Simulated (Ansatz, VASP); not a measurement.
## Ta: VASP beside Ansatz

```
Ta
1.0
     0.00000    2.11671    2.11671
     2.11671    0.00000    2.11671
     2.11671    2.11671    0.00000
Ta
1
Cartesian
  0.0000 0.0000 0.0000
```

Alike in both runs: functional PBE; k mesh 8 × 8 × 8; occupations gaussian, width 0.1 eV; no spin polarisation.

Ansatz relaxed the structure, and its values are those at the end. VASP's run is a single point on that final structure, the one shown.

|  | VASP | Ansatz |
| --- | --- | --- |
| version | VASP 6.6.1 | Ansatz 0.2.0 |
| potentials or method | VASP PAW PBE potentials, release 64 (Ta_pv), cutoff 520 eV | scalar-relativistic, plane waves, PAW |
| valence electrons in the cell | 11 | 13 |

```csv
,VASP,Ansatz,Ansatz less VASP
gap on the k mesh at the Fermi level (eV),none,none,-
pressure (GPa),0.0,0.0,-0.01
```

A gap of «none» marks a metal or a gap that the smearing closes. VASP's potentials hold 11 valence electrons a cell and Ansatz's 13, so a difference there can come from the potentials and not from the codes.

Neither program's run includes spin-orbit coupling.
